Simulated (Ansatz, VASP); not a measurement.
## One calculation of TaN, two programs

File INCAR:

```
PREC = Accurate
ENCUT = 600
EDIFF = 1E-6
ISMEAR = -1
SIGMA = 0.1
LREAL = False
LASPH = True
NELM = 120
ALGO = Normal
ISIF = 2
LWAVE = False
LCHARG = False
NBANDS = 36
GGA_COMPAT = False
```

Contents of KPOINTS:

```
Automatic mesh
0
Gamma
  5 5 8
```

File POSCAR:

```
TaN
1.0
    5.1910000000      0.0000000000      0.0000000000
   -2.5955000000      4.4955378710      0.0000000000
    0.0000000000      0.0000000000      2.9080000000
Ta N
3 3
Direct
    0.0000000000      0.0000000000      0.0000000000
    0.3333333333      0.6666666667      0.5000000000
    0.6666666667      0.3333333333      0.5000000000
    0.5000000000      0.0000000000      0.0000000000
    0.0000000000      0.5000000000      0.0000000000
    0.5000000000      0.5000000000      0.0000000000
```

Input for Ansatz:

```yaml
crystal:
  lattice:
    a: 5.191
    b: 5.191
    c: 2.908
    alpha: 90.0
    beta: 90.0
    gamma: 120.0
  space_group: 191
  atoms:
    - { symbol: Ta, position: [0.0, 0.0, 0.0] }
    - { symbol: Ta, position: [0.3333333333333333, 0.6666666666666666, 0.5] }
    - { symbol: "N", position: [0.5, 0.0, 0.0] }
basis:
  ecutwfc: 475.0
kpoints:
  mp_grid:
    grid: [5, 5, 8]
hamiltonian:
  xc: lda
scf:
  occupations:
    method: fermi_dirac
    width: 0.1
output:
  forces: true
  stress: true
```

Alike in both runs: task single point; functional LDA; k mesh 5 × 5 × 8; occupations fermi-dirac, width 0.1 eV; no spin polarisation.

|  | VASP | Ansatz |
| --- | --- | --- |
| version | VASP 6.6.1 | Ansatz 0.2.0 |
| potentials or method | VASP PAW LDA potentials, release 64 (Ta_sv_GW, N), cutoff 600 eV | plane waves, PAW |
| valence electrons in the cell | 54 | 54 |

Ansatz gave:

```
pressure (GPa)                                                : -5.4
traceless stress, the component that is largest in VASP (GPa) : -1.86
```

**Question.** Which values does VASP return?

**Answer.** Pressure (GPa): -4.3; traceless stress, the component that is largest in VASP (GPa): -1.51.

LDA's correlation is that of Perdew and Zunger in VASP and of Perdew and Wang (1992) in Ansatz.

Neither program's run includes spin-orbit coupling.
